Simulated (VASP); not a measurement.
# CsIO (P4/nmm) in VASP: single point with LDA

Aim: the single point of CsIO with LDA.

Everything below comes from runs of VASP 6.6.1. Logs are shortened: lines on timing, memory, paths and dates and some standing lists are left out, and cuts for length are marked.

**1. The cell of the first run**

It takes space group P4/nmm (No. 129, tetragonal). Conventional cell: a = 4.378 Å, b = 4.378 Å, c = 10.047 Å, α = 90.00°, β = 90.00°, γ = 90.00°. I (site symmetry 4mm) has 5 Cs at 3.42 to 4.45 Å and 4 O at 4.15 Å and 8 I at 4.31 to 4.38 Å within 4.5 Å. Within 4.0 Å of Cs (site symmetry 4mm) lie 4 O at 3.01 Å and 4 I at 3.42 Å. Within 4.2 Å of O (site symmetry -4m2) lie 4 Cs at 3.01 Å and 4 O at 3.10 Å and 4 I at 4.15 Å.

**2. Single point, LDA**

INCAR

```
SYSTEM = CsIO
PREC = Accurate
ENCUT = 520
EDIFF = 1E-7
ISMEAR = -1
SIGMA = 0.1
LREAL = .False.
LASPH = .True.
NELM = 100
ALGO = Normal
ISIF = 2
LWAVE = .False.
LCHARG = .False.
NBANDS = 31
```

KPOINTS

```
regular mesh
0
Gamma
  8 8 4
  0 0 0
```

POSCAR

```
CsIO
1.0
    4.3782530000      0.0000000000      0.0000000000
    0.0000000000      4.3782530000      0.0000000000
    0.0000000000      0.0000000000     10.0467310000
I Cs O
2 2 2
Direct
    0.2500000000      0.2500000000      0.6490000000
    0.7500000000      0.7500000000      0.3510000000
    0.2500000000      0.2500000000      0.2060000000
    0.7500000000      0.7500000000      0.7940000000
    0.7500000000      0.2500000000      0.0000000000
    0.2500000000      0.7500000000      0.0000000000
```

Potentials or basis: VASP PAW LDA potentials, release 64 (I, Cs_sv, O).

On the command line:

```console
$ cat potpaw_LDA.64/I/POTCAR potpaw_LDA.64/Cs_sv/POTCAR potpaw_LDA.64/O/POTCAR > POTCAR
$ mpirun -np 1 vasp_std > vasp.out
```

OUTCAR:

```text
SYSTEM = CsIO
   PREC = Accurate
   ENCUT = 520
   EDIFF = 1E-7
   ISMEAR = -1
   LREAL = .False.
   LASPH = .True.
   NELM = 100
   ISIF = 2

 ion  position               nearest neighbor table
   1  0.250  0.250  0.649-
   2  0.750  0.750  0.351-
   3  0.250  0.250  0.206-
   4  0.750  0.750  0.794-
   5  0.750  0.250  0.000-
   6  0.250  0.750  0.000-

  LATTYP: Found a simple tetragonal cell.
 ALAT       =     4.3782530000
 C/A-ratio  =     2.2946894572

  Lattice vectors:

 A1 = (   4.3782530000,   0.0000000000,   0.0000000000)
 A2 = (   0.0000000000,   4.3782530000,   0.0000000000)
 A3 = (   0.0000000000,   0.0000000000,  10.0467310000)

Analysis of symmetry for initial positions (statically):
=====================================================================
 Subroutine PRICEL returns:
 Original cell was already a primitive cell.

 Routine SETGRP: Setting up the symmetry group for a
 simple tetragonal supercell.

 Subroutine GETGRP returns: Found 16 space group operations
 (whereof  4 operations were pure point group operations)
 out of a pool of 16 trial point group operations.

The static configuration has the point symmetry C_2h.
 The point group associated with its full space group is D_4h.

Analysis of symmetry for dynamics (positions and initial velocities):
=====================================================================
 Subroutine PRICEL returns:
 Original cell was already a primitive cell.

 Routine SETGRP: Setting up the symmetry group for a
 simple tetragonal supercell.

 Subroutine GETGRP returns: Found 16 space group operations
 (whereof  4 operations were pure point group operations)
 out of a pool of 16 trial point group operations.

The dynamic configuration has the point symmetry C_2h.
 The point group associated with its full space group is D_4h.

 Subroutine INISYM returns: Found 16 space group operations
 (whereof  4 operations are pure point group operations),
 and found     1 'primitive' translations

----------------------------------------------------------------------------------------

                                     Primitive cell

  volume of cell :     192.5868

  direct lattice vectors                    reciprocal lattice vectors
     4.378253000  0.000000000  0.000000000     0.228401602  0.000000000  0.000000000
     0.000000000  4.378253000  0.000000000     0.000000000  0.228401602  0.000000000
     0.000000000  0.000000000 10.046731000     0.000000000  0.000000000  0.099534864

  length of vectors
     4.378253000  4.378253000 10.046731000     0.228401602  0.228401602  0.099534864

  position of ions in fractional coordinates (direct lattice)
     0.250000000  0.250000000  0.649000000
     0.750000000  0.750000000  0.351000000
     0.250000000  0.250000000  0.206000000
     0.750000000  0.750000000  0.794000000
     0.750000000  0.250000000  0.000000000
     0.250000000  0.750000000  0.000000000

  ion indices of the primitive-cell ions
   primitive index   ion index
                 1           1
                 2           2
                 3           3
                 4           4
                 5           5
                 6           6

----------------------------------------------------------------------------------------

 KPOINTS: regular mesh

Automatic generation of k-mesh.
 Grid dimensions read from file:
 generate k-points for:    8    8    4

 Generating k-lattice:

  Cartesian coordinates                     Fractional coordinates (reciprocal lattice)
     0.028550200  0.000000000  0.000000000     0.125000000  0.000000000  0.000000000
     0.000000000  0.028550200  0.000000000     0.000000000  0.125000000  0.000000000
     0.000000000  0.000000000  0.024883716     0.000000000  0.000000000  0.250000000

  Length of vectors
     0.028550200  0.028550200  0.024883716

  Shift w.r.t. Gamma in fractional coordinates (k-lattice)
     0.000000000  0.000000000  0.000000000

 Subroutine IBZKPT returns following result:
 ===========================================

 Found     45 irreducible k-points:

 Following reciprocal coordinates:
            Coordinates               Weight
  0.000000  0.000000  0.000000      1.000000
  0.125000  0.000000  0.000000      4.000000
  0.250000  0.000000  0.000000      4.000000
  0.375000  0.000000  0.000000      4.000000
  0.500000  0.000000  0.000000      2.000000
  0.125000  0.125000  0.000000      4.000000
[... 16 lines left out ...]
  0.375000  0.125000  0.250000     16.000000
  0.500000  0.125000  0.250000      8.000000
 [... further k-points ...]
   k-points           NKPTS =     45   k-points in BZ     NKDIM =     45   number of bands    NBANDS=     31
   number of dos      NEDOS =    301   number of ions     NIONS =      6
   total plane-waves  NPLWV = 103680
   dimension x,y,z NGX =    36 NGY =   36 NGZ =   80
   dimension x,y,z NGXF=    72 NGYF=   72 NGZF=  160
   ions per type =               2   2   2
   NGX,Y,Z   is equivalent  to a cutoff of  13.67, 13.67, 13.24 a.u.
   NGXF,Y,Z  is equivalent  to a cutoff of  27.34, 27.34, 26.48 a.u.
 SYSTEM =  CsIO
   PREC   = accura    normal or accurate (medium, high low for compatibility)
   ISTART =      0    job   : 0-new  1-cont  2-samecut
   ICHARG =      2    charge: 1-file 2-atom 10-const
   ISPIN  =      1    spin polarized calculation?
   LNONCOLLINEAR =      F non collinear calculations
   LSORBIT =      F    spin-orbit coupling
   LASPH  =      T    aspherical Exc in radial PAW
   ENCUT  =  520.0 eV  38.22 Ry    6.18 a.u.   8.14  8.14 18.68*2*pi/ulx,y,z
   NELM   =    100;   NELMIN=  2; NELMDL= -5     # of ELM steps
   EDIFF  = 0.1E-06   stopping-criterion for ELM
   LREAL  =      F    real-space projection
   EDIFFG = 0.1E-05   stopping-criterion for IOM
   NSW    =      0    number of steps for IOM
   IBRION =     -1    ionic relax: 0-MD 1-quasi-New 2-CG
   NFREE  =      0    steps in history (QN), initial steepest desc. (CG)
   ISIF   =      2    stress and relaxation
   ISYM   =      2    0-nonsym 1-usesym 2-fastsym
   POTIM  = 0.5000    time-step for ionic-motion
   TEBEG  =    0.0;   TEEND  =   0.0 temperature during run
   PSTRESS=    0.0 pullay stress
   NELECT =      44.0000    total number of electrons
   NUPDOWN=      -1.0000    fix difference up-down
   EMIN   =  10.00;   EMAX   =-10.00  energy-range for DOS
   EFERMI =   0.00;   METHOD = LEGACY
   ISMEAR =    -1;   SIGMA  =   0.10  broadening in eV -4-tet -1-fermi 0-gaus
   EFERMI_NEDOS =   21; number of points for ismear=-14 and -15
   IALGO  =     38    algorithm
   IMIX   =      4    mixing-type and parameters
     AMIX     =   0.40;   BMIX     =  1.00
     AMIX_MAG =   1.60;   BMIX_MAG =  1.00
  volume/ion in A,a.u.               =      32.10       216.61
  Fermi-wavevector in a.u.,A,eV,Ry     =   1.000807  1.891251 13.627788  1.001614
  Thomas-Fermi vector in A             =   2.133187
   LORBIT       =      0    0 simple, 1 ext, 2 COOP (PROOUT), +10 PAW based schemes
   GGA     = CA    functional components
   LHFCALC =     F    Hartree Fock is set to
   AEXX    =    0.0000 exact exchange contribution
   IVDW    =     0    specifies the selected vdW correction
   LEPSILON=     F    determine dielectric tensor
   LRPA    =     F    only Hartree local field effects (RPA)
 non-spin polarized calculation
  energy-cutoff  :      520.00
  volume of cell :      192.59
 maximum number of plane-waves:      5230
 NGX is ok and might be reduce to    36
   NGX = 17   NGY = 17   NGZ = 37

 number of electron      43.9999996 magnetization

 Free energy of the ion-electron system (eV)
  ---------------------------------------------------
  ext. energy  EPLUGINS =         0.00000000
  ---------------------------------------------------
  free energy    TOTEN  =       -16.76397357 eV

  energy without entropy =      -16.28964828  energy(sigma->0) =      -16.52681092

 E-fermi :   0.2476     XC(G=0):  -8.7494

 val. band max:        0.2474777523   @ k =   0.5000   0.5000   0.2500
 cond. band min:       0.2524338512   @ k =   0.3750   0.0000   0.5000
 fundamental gap:      0.0049560989
 Fermi energy:         0.2475533468

 k-point     1 :       0.0000    0.0000    0.0000
  band No.  band energies     occupation
      1     -18.7492      2.00000
      2     -18.6968      2.00000
      3     -14.7408      2.00000
      4     -14.3381      2.00000
      5     -11.0550      2.00000
      6     -10.7867      2.00000
[... 23 lines left out ...]
     30       8.5801      0.00000
     31       8.6894      0.00000

 k-point     2 :       0.1250    0.0000    0.0000
  band No.  band energies     occupation
      1     -18.7370      2.00000
      2     -18.6885      2.00000
      3     -14.7287      2.00000
      4     -14.3572      2.00000
      5     -11.0499      2.00000
      6     -10.8024      2.00000
[... 23 lines left out ...]
     30       8.3354      0.00000
     31       8.4050      0.00000

 k-point     3 :       0.2500    0.0000    0.0000
  band No.  band energies     occupation
      1     -18.7064      2.00000
      2     -18.6689      2.00000
      3     -14.6935      2.00000
      4     -14.4104      2.00000
      5     -11.0342      2.00000
      6     -10.8454      2.00000
[... 23 lines left out ...]
     30       7.8809      0.00000
     31       7.8844      0.00000

 k-point     4 :       0.3750    0.0000    0.0000
  band No.  band energies     occupation
      1     -18.6724      2.00000
      2     -18.6519      2.00000
      3     -14.6378      2.00000
      4     -14.4853      2.00000
      5     -11.0058      2.00000
      6     -10.9041      2.00000
[... 23 lines left out ...]
     30       7.8528      0.00000
     31       8.2180      0.00000

 k-point     5 :       0.5000    0.0000    0.0000
  band No.  band energies     occupation
      1     -18.6514      2.00000
      2     -18.6514      2.00000
      3     -14.5657      2.00000
      4     -14.5657      2.00000
      5     -10.9616      2.00000
      6     -10.9616      2.00000
[... 23 lines left out ...]
     30       8.1097      0.00000
     31       8.5542      0.00000
[... 542 lines left out ...]
     30       7.9468      0.00000
     31       8.2033      0.00000

 k-point    22 :       0.2500    0.1250    0.2500
  band No.  band energies     occupation
      1     -18.6952      2.00000
      2     -18.6615      2.00000
      3     -14.6854      2.00000
      4     -14.4240      2.00000
      5     -11.0141      2.00000
      6     -10.8375      2.00000
[... 23 lines left out ...]
     30       7.6832      0.00000
     31       7.9992      0.00000

 k-point    23 :       0.3750    0.1250    0.2500
  band No.  band energies     occupation
      1     -18.6627      2.00000
      2     -18.6443      2.00000
      3     -14.6342      2.00000
      4     -14.4933      2.00000
      5     -10.9749      2.00000
      6     -10.8794      2.00000
[... 23 lines left out ...]
     30       7.8563      0.00000
     31       8.2554      0.00000

 k-point    24 :       0.5000    0.1250    0.2500
  band No.  band energies     occupation
      1     -18.6432      2.00000
      2     -18.6432      2.00000
      3     -14.5677      2.00000
      4     -14.5677      2.00000
      5     -10.9281      2.00000
      6     -10.9281      2.00000
[... 23 lines left out ...]
     30       7.9602      0.00000
     31       8.4138      0.00000

 [... further k-points ...]

------------------------ aborting loop because EDIFF is reached ----------------------------------------

  FORCE on cell =-STRESS in cart. coord.  units (eV):
  Direction    XX          YY          ZZ          XY          YZ          ZX
  --------------------------------------------------------------------------------------
  -------------------------------------------------------------------------------------
  Total        1.0435095      1.0435095     -3.0246429     -0.0000000      0.0000000     -0.0000000
  in kB        8.6812146      8.6812146    -25.1627563     -0.0000000      0.0000000     -0.0000000
  external PRESSURE =      -2.6001090 kB  Pullay stress =       0.0000000 kB

 VOLUME and BASIS-vectors are now :
 -----------------------------------------------------------------------------
  energy-cutoff  :      520.00
  volume of cell :      192.59
      direct lattice vectors                 reciprocal lattice vectors
     4.378253000  0.000000000  0.000000000     0.228401602  0.000000000  0.000000000
     0.000000000  4.378253000  0.000000000     0.000000000  0.228401602  0.000000000
     0.000000000  0.000000000 10.046731000     0.000000000  0.000000000  0.099534864

 POSITION                                       TOTAL-FORCE (eV/Angst)
 -----------------------------------------------------------------------------------
      1.09456      1.09456      6.52033        -0.000000      0.000000     -0.927825
      3.28369      3.28369      3.52640         0.000000     -0.000000      0.927825
      1.09456      1.09456      2.06963        -0.000000     -0.000000     -1.394078
      3.28369      3.28369      7.97710         0.000000      0.000000      1.394078
      3.28369      1.09456      0.00000         0.000000      0.000000      0.000000
      1.09456      3.28369      0.00000        -0.000000      0.000000     -0.000000
 -----------------------------------------------------------------------------------
    total drift:                                0.000000      0.000000      0.000000

  FREE ENERGIE OF THE ION-ELECTRON SYSTEM (eV)
  ---------------------------------------------------
  free  energy   TOTEN  =       -16.7639735663 eV

  energy  without entropy=      -16.2896482780  energy(sigma->0) =      -16.52681092
```

Run time: 5.1 min. Hardware: 1 thread of Intel Xeon Platinum 8488C (Sapphire Rapids), shared host; peak memory 0.41 GiB.

What came out:

| Property | Result |
| --- | --- |
| Free energy | -16.7640 eV |
| Pressure | -0.3 GPa |
| Largest force | 1.394 eV/Å |
| Band gap on the k mesh | zero (bands 22 and 23 overlap by 0.30 eV) |

Forces in eV/Å, atoms in the order of the input:
```
I    0.000  0.000 -0.928
I    0.000  0.000  0.928
Cs   0.000  0.000 -1.394
Cs   0.000  0.000  1.394
O    0.000  0.000  0.000
O    0.000  0.000  0.000
```

Caveat: spin-orbit coupling is left out, which moves the levels of the heavy elements; forces of over 1 eV/Å act on the atoms, so gaps and moduli don't describe the material at rest.
